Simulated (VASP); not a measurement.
# Ba2SrN2 (P-3m1) in VASP: a series of runs

The runs below take Ba2SrN2 through single point, with PBE+D4.

Everything below comes from runs of VASP 6.6.1. Logs are shortened: lines on timing, memory, paths and dates and some standing lists are left out, and cuts for length are marked.

## 1. The cell of the first run

It takes space group P-3m1 (No. 164, trigonal). Conventional cell: a = 3.898 Å, b = 3.898 Å, c = 10.472 Å, α = 90.00°, β = 90.00°, γ = 120.00°. Within 3.4 Å of Ba (site symmetry 3m) lie 3 N at 2.60 Å. Within 3.7 Å of Sr (site symmetry -3m) lie 6 N at 2.81 Å. N (site symmetry 3m) has 3 Ba at 2.60 Å and 3 Sr at 2.81 Å within 3.4 Å.

## 2. Single point, PBE+D4

Input file INCAR:

```
ALGO = Normal
EDIFF = 1E-7
ENCUT = 520
GGA = PE
ISIF = 2
ISMEAR = -1
IVDW = 13
LASPH = T
LCHARG = F
LREAL = F
LWAVE = F
NBANDS = 28
NELM = 100
PREC = Accurate
SIGMA = 0.05
```

Input file KPOINTS:

```
k-points
0
Gamma
  6 6 2
```

Input file POSCAR:

```
Ba2SrN2
1.0
    3.8975424047      0.0000000000      0.0000000000
   -1.9487712024      3.3753707988      0.0000000000
    0.0000000000      0.0000000000     10.4719147285
Ba Sr N
2 1 2
Direct
    0.6666666667      0.3333333333      0.2154780000
    0.3333333333      0.6666666667      0.7845220000
    0.0000000000      0.0000000000      0.5000000000
    0.6666666667      0.3333333333      0.6607440000
    0.3333333333      0.6666666667      0.3392560000
```

Potentials or basis: VASP PAW PBE potentials, release 64 (Ba_sv, Sr_sv, N).

Run with:

```bash
> cat potpaw_PBE.64/Ba_sv/POTCAR potpaw_PBE.64/Sr_sv/POTCAR potpaw_PBE.64/N/POTCAR > POTCAR
> mpirun -np 1 vasp_std > vasp.out
```

OUTCAR:

```text
EDIFF = 1E-7
   ENCUT = 520
   GGA = PE
   ISIF = 2
   ISMEAR = -1
   IVDW = 13
   LASPH = T
   LREAL = F
   NELM = 100
   PREC = Accurate

 ion  position               nearest neighbor table
   1  0.667  0.333  0.215-   5 2.60   5 2.60   5 2.60   3 3.73   3 3.73   3 3.73
   2  0.333  0.667  0.785-   4 2.60   4 2.60   4 2.60   3 3.73   3 3.73   3 3.73
   3  0.000  0.000  0.500-   4 2.81   5 2.81   4 2.81   5 2.81   4 2.81   5 2.81   1 3.73   2 3.73
                             2 3.73   1 3.73   1 3.73   2 3.73
   4  0.667  0.333  0.661-   2 2.60   2 2.60   2 2.60   3 2.81   3 2.81   3 2.81
   5  0.333  0.667  0.339-   1 2.60   1 2.60   1 2.60   3 2.81   3 2.81   3 2.81

  LATTYP: Found a hexagonal cell.
 ALAT       =     3.8975424047
 C/A-ratio  =     2.6867994344

  Lattice vectors:

 A1 = (   3.8975424047,   0.0000000000,   0.0000000000)
 A2 = (  -1.9487712024,   3.3753707988,   0.0000000000)
 A3 = (   0.0000000000,   0.0000000000,  10.4719147285)

Analysis of symmetry for initial positions (statically):
=====================================================================
 Subroutine PRICEL returns:
 Original cell was already a primitive cell.

 Routine SETGRP: Setting up the symmetry group for a
 hexagonal supercell.

 Subroutine GETGRP returns: Found 12 space group operations
 (whereof 12 operations were pure point group operations)
 out of a pool of 24 trial point group operations.

The static configuration has the point symmetry D_3d.

Analysis of symmetry for dynamics (positions and initial velocities):
=====================================================================
 Subroutine PRICEL returns:
 Original cell was already a primitive cell.

 Routine SETGRP: Setting up the symmetry group for a
 hexagonal supercell.

 Subroutine GETGRP returns: Found 12 space group operations
 (whereof 12 operations were pure point group operations)
 out of a pool of 24 trial point group operations.

The dynamic configuration has the point symmetry D_3d.

 Subroutine INISYM returns: Found 12 space group operations
 (whereof 12 operations are pure point group operations),
 and found     1 'primitive' translations

----------------------------------------------------------------------------------------

                                     Primitive cell

[... 84 lines left out ...]
   NELM   =    100;   NELMIN=  2; NELMDL= -5     # of ELM steps
   EDIFF  = 0.1E-06   stopping-criterion for ELM
   LREAL  =      F    real-space projection
   EDIFFG = 0.1E-05   stopping-criterion for IOM
   NSW    =      0    number of steps for IOM
   IBRION =     -1    ionic relax: 0-MD 1-quasi-New 2-CG
   NFREE  =      0    steps in history (QN), initial steepest desc. (CG)
   ISIF   =      2    stress and relaxation
   ISYM   =      2    0-nonsym 1-usesym 2-fastsym
   POTIM  = 0.5000    time-step for ionic-motion
   TEBEG  =    0.0;   TEEND  =   0.0 temperature during run
   PSTRESS=    0.0 pullay stress
   NELECT =      40.0000    total number of electrons
   NUPDOWN=      -1.0000    fix difference up-down
   EMIN   =  10.00;   EMAX   =-10.00  energy-range for DOS
   EFERMI =   0.00;   METHOD = LEGACY
   ISMEAR =    -1;   SIGMA  =   0.05  broadening in eV -4-tet -1-fermi 0-gaus
   EFERMI_NEDOS =   21; number of points for ismear=-14 and -15
   IALGO  =     38    algorithm
   IMIX   =      4    mixing-type and parameters
     AMIX     =   0.40;   BMIX     =  1.00
     AMIX_MAG =   1.60;   BMIX_MAG =  1.00
  volume/ion in A,a.u.               =      27.55       185.94
  Fermi-wavevector in a.u.,A,eV,Ry     =   1.084048  2.048554 15.989036  1.175161
  Thomas-Fermi vector in A             =   2.220129
   LORBIT       =      0    0 simple, 1 ext, 2 COOP (PROOUT), +10 PAW based schemes
   GGA     = PE    functional components
   LHFCALC =     F    Hartree Fock is set to
   AEXX    =    0.0000 exact exchange contribution
   IVDW    =    13    specifies the selected vdW correction
   LEPSILON=     F    determine dielectric tensor
   LRPA    =     F    only Hartree local field effects (RPA)
 non-spin polarized calculation
  energy-cutoff  :      520.00
  volume of cell :      137.76
 maximum number of plane-waves:      3724
 NGX is ok and might be reduce to    30
   NGX = 15   NGY = 15   NGZ = 39

 number of electron      39.9999999 magnetization

 Free energy of the ion-electron system (eV)
  ---------------------------------------------------
  ext. energy  EPLUGINS =         0.00000000
  ---------------------------------------------------
  free energy    TOTEN  =       -24.18655515 eV

  energy without entropy =      -24.17188427  energy(sigma->0) =      -24.17921971

 E-fermi :   1.9732     XC(G=0):  -8.6925

 val. band max:        1.8873414852   @ k =   0.5000   0.0000   0.5000
 cond. band min:       2.1613836175   @ k =   0.1667   0.0000   0.5000
 fundamental gap:      0.2740421323
 Fermi energy:         1.9732076419

 k-point     1 :       0.0000    0.0000    0.0000
  band No.  band energies     occupation
      1     -31.5580      2.00000
      2     -24.7716      2.00000
      3     -24.7683      2.00000
      4     -13.8708      2.00000
      5     -13.4368      2.00000
      6     -13.4368      2.00000
[... 423 lines left out ...]
     27       6.5619      0.00000
     28       7.4398      0.00000

------------------------ aborting loop because EDIFF is reached ----------------------------------------

  DFT-D4 for vdW energy calculation

  Edisp (eV):   -0.90405

  FORCE on cell =-STRESS in cart. coord.  units (eV):
  Direction    XX          YY          ZZ          XY          YZ          ZX
  --------------------------------------------------------------------------------------
  -------------------------------------------------------------------------------------
  Total       0.06166     0.06166     0.05093    -0.00000     0.00000    -0.00000
  in kB       0.71712     0.71712     0.59232    -0.00000     0.00000    -0.00000
  external pressure =        0.68 kB  Pullay stress =        0.00 kB

 VOLUME and BASIS-vectors are now :
 -----------------------------------------------------------------------------
  energy-cutoff  :      520.00
  volume of cell :      137.76
      direct lattice vectors                 reciprocal lattice vectors
     3.897542405  0.000000000  0.000000000     0.256571936  0.148131873  0.000000000
    -1.948771202  3.375370799  0.000000000     0.000000000  0.296263747  0.000000000
     0.000000000  0.000000000 10.471914728     0.000000000  0.000000000  0.095493520

 POSITION                                       TOTAL-FORCE (eV/Angst)
 -----------------------------------------------------------------------------------
      1.94877      1.12512      2.25647        -0.000000     -0.000000     -0.139374
     -0.00000      2.25025      8.21545        -0.000000     -0.000000      0.139374
      0.00000      0.00000      5.23596        -0.000000     -0.000000     -0.000000
      1.94877      1.12512      6.91925        -0.000000      0.000000     -0.087980
     -0.00000      2.25025      3.55266         0.000000      0.000000      0.087980
 -----------------------------------------------------------------------------------
    total drift:                                0.000000      0.000000      0.000000

  FREE ENERGIE OF THE ION-ELECTRON SYSTEM (eV)
  ---------------------------------------------------
  free  energy   TOTEN  =       -25.0906018905 eV

  energy  without entropy=      -25.0759310025  energy(sigma->0) =      -25.08326645
```

OSZICAR:

```text
N       E                     dE             d eps       ncg     rms          rms(c)
DAV:   1     0.275062273613E+03    0.27506E+03   -0.18883E+04   784   0.128E+03
DAV:   2    -0.145671097910E+02   -0.28963E+03   -0.28019E+03  1168   0.274E+02
DAV:   3    -0.343285437836E+02   -0.19761E+02   -0.19660E+02   976   0.729E+01
DAV:   4    -0.350704066276E+02   -0.74186E+00   -0.74080E+00  1360   0.113E+01
DAV:   5    -0.350785437605E+02   -0.81371E-02   -0.81363E-02  1016   0.108E+00    0.203E+01
DAV:   6    -0.254373315422E+02    0.96412E+01   -0.68219E+01   924   0.353E+01    0.244E+01
DAV:   7    -0.247475283317E+02    0.68980E+00   -0.70712E+00   928   0.130E+01    0.145E+01
DAV:   8    -0.241870209715E+02    0.56051E+00   -0.28691E+00   928   0.667E+00    0.228E+00
DAV:   9    -0.241892397640E+02   -0.22188E-02   -0.79611E-02  1004   0.136E+00    0.172E+00
DAV:  10    -0.241864710227E+02    0.27687E-02   -0.37943E-02  1072   0.954E-01    0.585E-01
DAV:  11    -0.241864371836E+02    0.33839E-04   -0.97910E-03  1024   0.394E-01    0.214E-01
DAV:  12    -0.241864363948E+02    0.78884E-06   -0.14376E-03  1112   0.163E-01    0.157E-01
DAV:  13    -0.241865859577E+02   -0.14956E-03   -0.53329E-04   888   0.107E-01    0.481E-02
DAV:  14    -0.241865584870E+02    0.27471E-04   -0.99454E-05  1056   0.385E-02    0.222E-02
DAV:  15    -0.241865551227E+02    0.33643E-05   -0.17542E-05  1040   0.186E-02    0.576E-03
DAV:  16    -0.241865557520E+02   -0.62929E-06   -0.10795E-06  1060   0.501E-03    0.524E-03
DAV:  17    -0.241865551698E+02    0.58218E-06   -0.23761E-06  1016   0.582E-03    0.175E-03
DAV:  18    -0.241865551548E+02    0.15032E-07   -0.12047E-07   728   0.181E-03
   1 F= -.25090602E+02 E0= -.25083266E+02  d E =-.146709E-01
```

It took 74 s on 1 thread of Intel Xeon Platinum 8375C at 2.90GHz (Ice Lake), shared host; peak memory 0.28 GiB.

Results:

- Free energy: -25.0906 eV
- Pressure: 0.1 GPa
- Largest force: 0.139 eV/Å
- Band gap on the k mesh: zero (band 20 reaches 1.89 eV, above the bottom of band 21 at 1.58 eV)
- Dispersion energy per atom: -0.181 eV

Forces on the atoms (eV/Å):
```
Ba   0.000  0.000 -0.139
Ba   0.000  0.000  0.139
Sr   0.000  0.000  0.000
N    0.000  0.000 -0.088
N    0.000  0.000  0.088
```

Caveat: spin-orbit coupling is left out, which moves the levels of the heavy elements; pairwise dispersion overbinds metals, which lowers pressure and volume.

## 3. Single point, PBE+D4

This run uses another cell than the first one, of 28.26 Å³/atom, 1.026 times its volume.

Input file INCAR:

```
SYSTEM = Ba2SrN2
PREC     = Accurate       ! precision mode
ENCUT    = 520            ! plane-wave cutoff, eV
EDIFF    = 1E-7           ! SCF threshold, eV
ISMEAR   = -1             ! smearing method
SIGMA    = 0.05           ! smearing width, eV
LREAL    = .False.        ! projectors in reciprocal space
LASPH    = .True.         ! aspherical terms in the spheres
NELM     = 100            ! most SCF steps
ALGO     = Normal         ! electronic algorithm
ISIF     = 2              ! what is computed and relaxed
LWAVE    = .False.        ! write WAVECAR
LCHARG   = .False.        ! write CHGCAR
GGA      = PE             ! functional
IVDW     = 13             ! dispersion correction
NBANDS   = 28             ! bands
```

Input file KPOINTS:

```
regular mesh
0
Gamma
  6 6 2
  0 0 0
```

Changes to POSCAR since step 2:

```diff
@@ -2,5 +2,5 @@
 1.0
-    3.8975424047      0.0000000000      0.0000000000
-   -1.9487712024      3.3753707988      0.0000000000
-    0.0000000000      0.0000000000     10.4719147285
+    3.9305740000      0.0000000000      0.0000000000
+   -1.9652870000      3.4039770000      0.0000000000
+    0.0000000000      0.0000000000     10.5606640000
 Ba Sr N
```

Potentials or basis: VASP PAW PBE potentials, release 64 (Ba_sv, Sr_sv, N).

Run with:

```bash
> cat potpaw_PBE.64/Ba_sv/POTCAR potpaw_PBE.64/Sr_sv/POTCAR potpaw_PBE.64/N/POTCAR > POTCAR
> mpirun -np 1 vasp_std > vasp.out
```

Wall time 72 s (1 thread of Intel Xeon Platinum 8375C at 2.90GHz (Ice Lake), shared host); peak memory 0.28 GiB.

Results (log left out):

```yaml
Free_energy: -25.0802 eV
Pressure: -1.0 GPa
Largest_force: 0.059 eV/Å
Band_gap_on_the_k_mesh: zero (band 20 reaches 1.79 eV, above the bottom of band 21 at 1.51 eV)
Dispersion_energy_per_atom: -0.176 eV
```

Forces on the atoms (eV/Å):
```
Ba   0.000  0.000  0.059
Ba   0.000  0.000 -0.059
Sr   0.000  0.000  0.000
N    0.000  0.000 -0.009
N    0.000  0.000  0.009
```

Levels at points of the mesh, in eV from the Fermi level:
```tsv
k point	band 18	band 19	band 20	band 21	band 22	band 23
(0.00, 0.00, 0.00)	-0.71	-0.57	-0.36	-0.36	3.00	3.16
(0.50, 0.00, 0.00)	-0.36	-0.25	-0.11	1.16	2.14	2.20
(0.00, 0.00, 0.50)	-0.72	-0.35	-0.35	-0.15	2.12	3.76
(0.50, 0.00, 0.50)	-0.35	-0.22	-0.08	1.28	1.94	2.34
```

Caveat: spin-orbit coupling is left out, which moves the levels of the heavy elements; pairwise dispersion overbinds metals, which lowers pressure and volume.
